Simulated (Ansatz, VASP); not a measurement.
## Two plane-wave programs on AlN

INCAR

```
SYSTEM = AlN
  PREC = Accurate
  ENCUT = 520
  EDIFF = 1E-6
  ISMEAR = 0
  SIGMA = 0.05
  LREAL = .FALSE.
  LASPH = .TRUE.
  NELM = 80
  ALGO = Normal
  ISIF = 2
  LWAVE = .FALSE.
  LCHARG = .TRUE.
  GGA = PS
  LELF = .TRUE.
  LVHAR = .TRUE.
  NBANDS = 16
```

The input KPOINTS:

```
Automatic mesh
0
G
  12 12 6
  0 0 0
```

Contents of POSCAR:

```
AlN
1.0
    3.3121157418     -0.2484086806      0.0000000000
   -1.8711860989      2.9925807130      0.0000000000
    0.0000000000      0.0000000000      4.1875630000
Al N
2 2
Direct
    0.3333333333      0.6666666667      0.7500000000
    0.6666666667      0.3333333333      0.2500000000
    0.3333333333      0.6666666667      0.2500000000
    0.6666666667      0.3333333333      0.7500000000
```

Input for Ansatz:

```yaml
crystal:
  lattice:
    - [3.3121157418, -0.2484086806, 0.0]
    - [-1.8711860989, 2.992580713, 0.0]
    - [0.0, 0.0, 4.187563]
  atoms:
    - { symbol: Al, position: [0.3333333333, 0.6666666667, 0.75] }
    - { symbol: Al, position: [0.6666666667, 0.3333333333, 0.25] }
    - { symbol: "N", position: [0.3333333333, 0.6666666667, 0.25] }
    - { symbol: "N", position: [0.6666666667, 0.3333333333, 0.75] }
basis:
  ecutwfc: 420
kpoints:
  mp_grid: { grid: [12, 12, 6] }
hamiltonian:
  xc: pbesol
scf:
  occupations: { method: gaussian, width: 0.05 }
output:
  forces: true
  stress: true
  eigenvalues: true
```

Change from the starting cell: strain -0.1500 x Voigt [0, 0, 0, 0, 0, 1], atoms carried along.

Alike in both runs: task single point; functional PBEsol; k mesh 12 × 12 × 6; occupations gaussian, width 0.05 eV; no spin polarisation.

```csv
,VASP,Ansatz
version,VASP 6.6.1,Ansatz 0.2.0
potentials or method,"VASP PAW PBE potentials, release 64 (Al, N), cutoff 520 eV","scalar-relativistic, plane waves, PAW"
valence electrons in the cell,16,16
```

```csv
,VASP,Ansatz,Ansatz less VASP
gap on the k mesh at the Fermi level (eV),2.86,2.87,+0.013
least direct gap on the mesh (eV),3.05,3.04,-0.013
pressure (GPa),0.6,0.6,0.00
"traceless stress, the component that is largest in VASP (GPa)",25.40,25.09,-0.307
rms of the force components (eV/Å),1.170,1.152,-0.0179
```

VASP's potentials were made for PBE, not for PBEsol. Atom by atom the forces differ by 0.018 eV/Å (rms over components).
